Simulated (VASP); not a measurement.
# Te (P3_121) in VASP: notebook

Te is run at these levels: PBE; tasks: electric field gradients.

Program: VASP 6.6.1. These are calculated values, not measurements. Logs are shortened: lines on timing, memory, paths and dates and some standing lists are left out, and cuts for length are marked.

## Step 1: The cell of the first run

Symmetry: P3_121, No. 152, trigonal system. The conventional cell has a = 4.458 Å, b = 4.458 Å, c = 5.747 Å, α = 90.00°, β = 90.00°, γ = 120.00°. Te (site symmetry 2) has 6 Te at 2.75 to 3.50 Å within 3.6 Å.

## Step 2: Electric field gradients, PBE (zz strain of -3 %)

INCAR

```
ALGO = Normal ; EDIFF = 1E-8
ENCUT = 520 ; GGA = PE
ISIF = 2 ; ISMEAR = -1
LASPH = True ; LCHARG = False
LEFG = True ; LREAL = False
LWAVE = False ; NBANDS = 16
NELM = 80 ; PREC = Accurate
SIGMA = 0.08
```

KPOINTS

```
k-points
0
Gamma
  9 9 6
```

POSCAR

```
Te
1.0
    4.4579994587      0.0000000000      0.0000000000
   -2.2289997294      3.8607407813      0.0000000000
    0.0000000000      0.0000000000      5.7472500000
Te
3
Direct
    0.7450000000      0.0000000000      0.3333333333
    0.0000000000      0.7450000000      0.6666666667
    0.2550000000      0.2550000000      0.0000000000
```

Potentials or basis: VASP PAW PBE potentials, release 64 (Te).

Command:

```console
$ cat potpaw_PBE.64/Te/POTCAR > POTCAR
$ mpirun -np 1 vasp_std > vasp.out
```

OUTCAR:

```text
EDIFF = 1E-8
   ENCUT = 520
   GGA = PE
   ISIF = 2
   ISMEAR = -1
   LASPH = True
   LREAL = False
   NELM = 80
   PREC = Accurate

 ion  position               nearest neighbor table
   1  0.745  0.000  0.333-   3 2.75   2 2.75   3 3.50   3 3.50   2 3.50   2 3.50
   2  0.000  0.745  0.667-   3 2.75   1 2.75   3 3.50   3 3.50   1 3.50   1 3.50
   3  0.255  0.255  0.000-   1 2.75   2 2.75   2 3.50   1 3.50   1 3.50   2 3.50

  LATTYP: Found a hexagonal cell.
 ALAT       =     4.4579994587
 C/A-ratio  =     1.2891993490

  Lattice vectors:

 A1 = (   4.4579994587,   0.0000000000,   0.0000000000)
 A2 = (  -2.2289997294,   3.8607407813,   0.0000000000)
 A3 = (   0.0000000000,   0.0000000000,   5.7472500000)

Analysis of symmetry for initial positions (statically):
=====================================================================
 Subroutine PRICEL returns:
 Original cell was already a primitive cell.

 Routine SETGRP: Setting up the symmetry group for a
 hexagonal supercell.

 Subroutine GETGRP returns: Found  6 space group operations
 (whereof  2 operations were pure point group operations)
 out of a pool of 24 trial point group operations.

The static configuration has the point symmetry C_2 .
 The point group associated with its full space group is D_3 .

Analysis of symmetry for dynamics (positions and initial velocities):
=====================================================================
 Subroutine PRICEL returns:
 Original cell was already a primitive cell.

 Routine SETGRP: Setting up the symmetry group for a
 hexagonal supercell.

 Subroutine GETGRP returns: Found  6 space group operations
 (whereof  2 operations were pure point group operations)
 out of a pool of 24 trial point group operations.

The dynamic configuration has the point symmetry C_2 .
 The point group associated with its full space group is D_3 .

 Subroutine INISYM returns: Found  6 space group operations
 (whereof  2 operations are pure point group operations),
 and found     1 'primitive' translations

----------------------------------------------------------------------------------------

                                     Primitive cell

  volume of cell :      98.9170

  direct lattice vectors                    reciprocal lattice vectors
     4.457999459  0.000000000  0.000000000     0.224315864  0.129508824  0.000000000
    -2.228999729  3.860740781  0.000000000     0.000000000  0.259017649  0.000000000
     0.000000000  0.000000000  5.747250000     0.000000000  0.000000000  0.173996259

  length of vectors
     4.457999459  4.457999459  5.747250000     0.259017649  0.259017649  0.173996259

  position of ions in fractional coordinates (direct lattice)
     0.745000000  0.000000000  0.333333333
     0.000000000  0.745000000  0.666666667
     0.255000000  0.255000000  0.000000000

  ion indices of the primitive-cell ions
   primitive index   ion index
                 1           1
                 2           2
                 3           3

----------------------------------------------------------------------------------------

 KPOINTS: k-points

Automatic generation of k-mesh.
 Grid dimensions read from file:
 generate k-points for:    9    9    6

 Generating k-lattice:

  Cartesian coordinates                     Fractional coordinates (reciprocal lattice)
     0.024923985  0.014389869  0.000000000     0.111111111 -0.000000000  0.000000000
     0.000000000  0.028779739  0.000000000     0.000000000  0.111111111  0.000000000
     0.000000000  0.000000000  0.028999377     0.000000000  0.000000000  0.166666667

  Length of vectors
     0.028779739  0.028779739  0.028999377

  Shift w.r.t. Gamma in fractional coordinates (k-lattice)
     0.000000000  0.000000000  0.000000000

 Subroutine IBZKPT returns following result:
 ===========================================

 Found     62 irreducible k-points:

 Following reciprocal coordinates:
            Coordinates               Weight
  0.000000  0.000000  0.000000      1.000000
  0.111111  0.000000  0.000000      6.000000
  0.222222  0.000000  0.000000      6.000000
  0.333333  0.000000  0.000000      6.000000
  0.444444  0.000000  0.000000      6.000000
  0.111111  0.111111  0.000000      6.000000
[... 16 lines left out ...]
  0.222222  0.111111  0.166667     12.000000
 -0.111111  0.333333  0.166667     12.000000
 [... further k-points ...]
   k-points           NKPTS =     62   k-points in BZ     NKDIM =     62   number of bands    NBANDS=     16
   number of dos      NEDOS =    301   number of ions     NIONS =      3
   total plane-waves  NPLWV =  62208
   dimension x,y,z NGX =    36 NGY =   36 NGZ =   48
   dimension x,y,z NGXF=    72 NGYF=   72 NGZF=   96
   ions per type =               3
   NGX,Y,Z   is equivalent  to a cutoff of  13.42, 13.42, 13.88 a.u.
   NGXF,Y,Z  is equivalent  to a cutoff of  26.85, 26.85, 27.77 a.u.
 SYSTEM =  unknown system
   PREC   = accura    normal or accurate (medium, high low for compatibility)
   ISTART =      0    job   : 0-new  1-cont  2-samecut
   ICHARG =      2    charge: 1-file 2-atom 10-const
   ISPIN  =      1    spin polarized calculation?
   LNONCOLLINEAR =      F non collinear calculations
   LSORBIT =      F    spin-orbit coupling
   LASPH  =      T    aspherical Exc in radial PAW
   ENCUT  =  520.0 eV  38.22 Ry    6.18 a.u.   8.29  8.29 10.69*2*pi/ulx,y,z
   NELM   =     80;   NELMIN=  2; NELMDL= -5     # of ELM steps
   EDIFF  = 0.1E-07   stopping-criterion for ELM
   LREAL  =      F    real-space projection
   EDIFFG = 0.1E-06   stopping-criterion for IOM
   NSW    =      0    number of steps for IOM
   IBRION =     -1    ionic relax: 0-MD 1-quasi-New 2-CG
   NFREE  =      0    steps in history (QN), initial steepest desc. (CG)
   ISIF   =      2    stress and relaxation
   ISYM   =      2    0-nonsym 1-usesym 2-fastsym
   POTIM  = 0.5000    time-step for ionic-motion
   TEBEG  =    0.0;   TEEND  =   0.0 temperature during run
   PSTRESS=    0.0 pullay stress
   NELECT =      18.0000    total number of electrons
   NUPDOWN=      -1.0000    fix difference up-down
   EMIN   =  10.00;   EMAX   =-10.00  energy-range for DOS
   EFERMI =   0.00;   METHOD = LEGACY
   ISMEAR =    -1;   SIGMA  =   0.08  broadening in eV -4-tet -1-fermi 0-gaus
   EFERMI_NEDOS =   21; number of points for ismear=-14 and -15
   IALGO  =     38    algorithm
   IMIX   =      4    mixing-type and parameters
     AMIX     =   0.40;   BMIX     =  1.00
     AMIX_MAG =   1.60;   BMIX_MAG =  1.00
  volume/ion in A,a.u.               =      32.97       222.51
  Fermi-wavevector in a.u.,A,eV,Ry     =   0.927703  1.753104 11.709610  0.860632
  Thomas-Fermi vector in A             =   2.053801
   LORBIT       =      0    0 simple, 1 ext, 2 COOP (PROOUT), +10 PAW based schemes
   GGA     = PE    functional components
   LHFCALC =     F    Hartree Fock is set to
   AEXX    =    0.0000 exact exchange contribution
   IVDW    =     0    specifies the selected vdW correction
   LEPSILON=     F    determine dielectric tensor
   LRPA    =     F    only Hartree local field effects (RPA)
 non-spin polarized calculation
  energy-cutoff  :      520.00
  volume of cell :       98.92
 maximum number of plane-waves:      2691
 NGX is ok and might be reduce to    36
   NGX = 17   NGY = 17   NGZ = 21

 number of electron      18.0000001 magnetization

 Free energy of the ion-electron system (eV)
  ---------------------------------------------------
  ext. energy  EPLUGINS =         0.00000000
  ---------------------------------------------------
  free energy    TOTEN  =        -9.23964489 eV

  energy without entropy =       -9.23816413  energy(sigma->0) =       -9.23890451

 E-fermi :   6.5616     XC(G=0):  -9.1581

 val. band max:        6.3370207610   @ k =   0.3333   0.3333   0.5000
 cond. band min:       6.6599001160   @ k =   0.3333   0.3333   0.5000
 fundamental gap:      0.3228793551
 Fermi energy:         6.5616132257

 k-point     1 :       0.0000    0.0000    0.0000
  band No.  band energies     occupation
      1      -7.7300      2.00000
      2      -4.0809      2.00000
      3      -4.0809      2.00000
      4       2.9096      2.00000
      5       3.3108      2.00000
      6       3.3108      2.00000
[... 433 lines left out ...]
      3      -3.4933      2.00000
      4       1.5053      2.00000
      5       1.9641      2.00000
      6       3.0567      2.00000
[... 8 lines left out ...]
     15      12.9189      0.00000
     16      13.2029      0.00000

 [... further k-points ...]

------------------------ aborting loop because EDIFF is reached ----------------------------------------

  FORCE on cell =-STRESS in cart. coord.  units (eV):
  Direction    XX          YY          ZZ          XY          YZ          ZX
  --------------------------------------------------------------------------------------
  -------------------------------------------------------------------------------------
  Total        2.8901074      2.8901074      4.6928943     -0.0000000      0.0000000      0.0000000
  in kB       46.8116366     46.8116366     76.0117290     -0.0000000      0.0000000      0.0000000
  external PRESSURE =      56.5450008 kB  Pullay stress =       0.0000000 kB

 VOLUME and BASIS-vectors are now :
 -----------------------------------------------------------------------------
  energy-cutoff  :      520.00
  volume of cell :       98.92
      direct lattice vectors                 reciprocal lattice vectors
     4.457999459  0.000000000  0.000000000     0.224315864  0.129508824  0.000000000
    -2.228999729  3.860740781  0.000000000     0.000000000  0.259017649  0.000000000
     0.000000000  0.000000000  5.747250000     0.000000000  0.000000000  0.173996259

 POSITION                                       TOTAL-FORCE (eV/Angst)
 -----------------------------------------------------------------------------------
      3.32121      0.00000      1.91575        -0.949448      0.000000      0.000000
     -1.66060      2.87625      3.83150         0.474724     -0.822246     -0.000000
      0.56839      0.98449      0.00000         0.474724      0.822246     -0.000000
 -----------------------------------------------------------------------------------
    total drift:                                0.000000      0.000000     -0.000000

  FREE ENERGIE OF THE ION-ELECTRON SYSTEM (eV)
  ---------------------------------------------------
  free  energy   TOTEN  =        -9.2396448946 eV

  energy  without entropy=       -9.2381641350  energy(sigma->0) =       -9.23890451

 Electric field gradients (V/A^2)
---------------------------------------------------------------------
 ion       V_xx      V_yy      V_zz      V_xy      V_xz      V_yz
---------------------------------------------------------------------
   1     183.087  -397.376   214.289     0.000    -0.000  -353.528
   2    -252.260    37.971   214.289  -251.348   306.165   176.764
   3    -252.260    37.972   214.289   251.348  -306.165   176.764
---------------------------------------------------------------------

 Electric field gradients after diagonalization (V/A^2)
 (convention: |V_zz| > |V_xx| > |V_yy|)
----------------------------------------------------------------------
 ion       V_xx      V_yy      V_zz     asymmetry (V_yy - V_xx)/ V_zz
----------------------------------------------------------------------
   1     375.913   183.087  -559.001       0.345
   2     375.913   183.087  -559.001       0.345
   3     375.913   183.088  -559.001       0.345
----------------------------------------------------------------------

           NMR quadrupolar parameters

 Cq : quadrupolar parameter    Cq=e*Q*V_zz/h
 eta: asymmetry parameters     (V_yy - V_xx)/ V_zz
 Q  : nuclear electric quadrupole moment in mb (millibarn)
----------------------------------------------------------------------
 ion       Cq(MHz)       eta       Q (mb)
----------------------------------------------------------------------
   1      -1.352       0.345       1.000
   2      -1.352       0.345       1.000
   3      -1.352       0.345       1.000
----------------------------------------------------------------------
```

Wall time 73 s (1 thread of Intel Xeon Platinum 8375C at 2.90GHz (Ice Lake), shared host); peak memory 0.27 GiB.

What came out:

```
Free energy                             : -9.2396 eV
Pressure                                : 5.7 GPa
Largest force                           : 0.949 eV/Å
Band gap on the k mesh                  : 0.32 eV
Largest electric field gradient by atom : Te -559.0 V/Å²
```

Forces on the atoms (eV/Å):
```
Te  -0.949  0.000  0.000
Te   0.475 -0.822  0.000
Te   0.475  0.822  0.000
```

Stress tensor (GPa, compression positive):
```
4.68 0.00 0.00
0.00 4.68 0.00
0.00 0.00 7.60
```

Electric field gradients, principal values (V/Å²):
```
atom    least   middle  greatest (by size)
1 Te  183.087  375.913            -559.001
2 Te  183.087  375.913            -559.001
3 Te  183.088  375.913            -559.001
```

Caveat: the cell differs from its parent crystal (zz strain of -3 %); the cell stands under pressure; without QUAD_EFG the Cq values of the log hold for a quadrupole moment of 1 mb, not for the nuclei; spin-orbit coupling is left out, which moves the levels of the heavy elements; an odd mesh through Γ misses points on the zone boundary, where band edges can lie.

## Step 3: Electric field gradients, PBE (zz strain of -3 %)

INCAR

```
SYSTEM = Te
PREC = Accurate
ENCUT = 520
EDIFF = 1E-8
ISMEAR = -1
SIGMA = 0.08
LREAL = .FALSE.
LASPH = .TRUE.
NELM = 100
ALGO = Normal
ISIF = 2
LWAVE = .FALSE.
LCHARG = .FALSE.
GGA = PE
LEFG = .TRUE.
NBANDS = 16
```

KPOINTS

```
regular mesh
0
G
  9 9 6
  0 0 0
```

POSCAR is that of step 2.

Potentials or basis: VASP PAW PBE potentials, release 64 (Te).

Command:

```console
$ cat potpaw_PBE.64/Te/POTCAR > POTCAR
$ mpirun -np 1 vasp_std > vasp.out
```

OUTCAR:

```text
SYSTEM = Te
   PREC = Accurate
   ENCUT = 520
   EDIFF = 1E-8
   ISMEAR = -1
   LREAL = .FALSE.
   LASPH = .TRUE.
   NELM = 100
   ISIF = 2
   GGA = PE

 ion  position               nearest neighbor table
   1  0.745  0.000  0.333-   3 2.75   2 2.75   3 3.50   3 3.50   2 3.50   2 3.50
   2  0.000  0.745  0.667-   3 2.75   1 2.75   3 3.50   3 3.50   1 3.50   1 3.50
   3  0.255  0.255  0.000-   1 2.75   2 2.75   2 3.50   1 3.50   1 3.50   2 3.50

  LATTYP: Found a hexagonal cell.
 ALAT       =     4.4579994587
 C/A-ratio  =     1.2891993490

  Lattice vectors:

 A1 = (   4.4579994587,   0.0000000000,   0.0000000000)
 A2 = (  -2.2289997294,   3.8607407813,   0.0000000000)
 A3 = (   0.0000000000,   0.0000000000,   5.7472500000)

Analysis of symmetry for initial positions (statically):
=====================================================================
 Subroutine PRICEL returns:
 Original cell was already a primitive cell.
[... 656 lines left out ...]
     0.000000000  0.000000000  5.747250000     0.000000000  0.000000000  0.173996259

 POSITION                                       TOTAL-FORCE (eV/Angst)
 -----------------------------------------------------------------------------------
      3.32121      0.00000      1.91575        -0.949448      0.000000      0.000000
     -1.66060      2.87625      3.83150         0.474724     -0.822246     -0.000000
      0.56839      0.98449      0.00000         0.474724      0.822246     -0.000000
 -----------------------------------------------------------------------------------
    total drift:                                0.000000      0.000000     -0.000000

  FREE ENERGIE OF THE ION-ELECTRON SYSTEM (eV)
  ---------------------------------------------------
  free  energy   TOTEN  =        -9.2396448946 eV

  energy  without entropy=       -9.2381641350  energy(sigma->0) =       -9.23890451

 Electric field gradients (V/A^2)
---------------------------------------------------------------------
 ion       V_xx      V_yy      V_zz      V_xy      V_xz      V_yz
---------------------------------------------------------------------
   1     183.087  -397.376   214.289     0.000    -0.000  -353.528
   2    -252.260    37.971   214.289  -251.348   306.165   176.764
   3    -252.260    37.972   214.289   251.348  -306.165   176.764
---------------------------------------------------------------------

 Electric field gradients after diagonalization (V/A^2)
 (convention: |V_zz| > |V_xx| > |V_yy|)
----------------------------------------------------------------------
 ion       V_xx      V_yy      V_zz     asymmetry (V_yy - V_xx)/ V_zz
----------------------------------------------------------------------
   1     375.913   183.087  -559.001       0.345
   2     375.913   183.087  -559.001       0.345
   3     375.913   183.088  -559.001       0.345
----------------------------------------------------------------------

           NMR quadrupolar parameters

 Cq : quadrupolar parameter    Cq=e*Q*V_zz/h
 eta: asymmetry parameters     (V_yy - V_xx)/ V_zz
 Q  : nuclear electric quadrupole moment in mb (millibarn)
----------------------------------------------------------------------
 ion       Cq(MHz)       eta       Q (mb)
----------------------------------------------------------------------
   1      -1.352       0.345       1.000
   2      -1.352       0.345       1.000
   3      -1.352       0.345       1.000
----------------------------------------------------------------------
```

It took 70 s on 1 thread of Intel Xeon Platinum 8375C at 2.90GHz (Ice Lake), shared host; peak memory 0.27 GiB.

Results:

- Free energy: -9.2396 eV
- Pressure: 5.7 GPa
- Largest force: 0.949 eV/Å
- Band gap on the k mesh: 0.32 eV
- Largest electric field gradient by atom: Te -559.0 V/Å²

Forces on the atoms (eV/Å):
```
Te  -0.949  0.000  0.000
Te   0.475 -0.822  0.000
Te   0.475  0.822  0.000
```

Electric field gradients, principal values (V/Å²):
| atom | least | middle | greatest (by size) |
| --- | --- | --- | --- |
| 1 Te | 183.087 | 375.913 | -559.001 |
| 2 Te | 183.087 | 375.913 | -559.001 |
| 3 Te | 183.088 | 375.913 | -559.001 |

Caveat: the cell differs from its parent crystal (zz strain of -3 %); the cell stands under pressure; without QUAD_EFG the Cq values of the log hold for a quadrupole moment of 1 mb, not for the nuclei; spin-orbit coupling is left out, which moves the levels of the heavy elements; an odd mesh through Γ misses points on the zone boundary, where band edges can lie.
